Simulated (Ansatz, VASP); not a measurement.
# One calculation of TaN, two programs

```
Ta N
1.0
     2.91331    0.00000    0.00000
    -1.45665    2.52302    0.00000
     0.00000    0.00000    2.85877
Ta N
1 1
Direct
  0.33333 0.66667 0.50000
  0.00000 0.00000 0.00000
```

Alike in both runs: task single point; functional RPBE; k mesh 9 × 9 × 8; occupations fermi-dirac, width 0.15 eV; no spin polarisation.

```csv
,VASP,Ansatz
version,VASP 6.6.1,Ansatz 0.2.0
potentials or method,"VASP PAW PBE potentials, release 64 (Ta_pv, N)","plane waves, norm-conserving potentials"
plane-wave cutoff (eV),520,1240
valence electrons in the cell,16,18
```

|  | VASP | Ansatz | Ansatz less VASP |
| --- | --- | --- | --- |
| pressure (GPa) | 19.9 | 18.5 | -1.41 |
| traceless stress, the component that is largest in VASP (GPa) | 2.22 | 2.05 | -0.169 |

VASP's potentials were made for PBE, not for RPBE. VASP's potentials hold 16 valence electrons a cell and Ansatz's 18, so a difference there can come from the potentials and not from the codes. Ansatz's warnings: near symmetry operations not taken, stress scf threshold loose.

Spin-orbit coupling is off throughout.
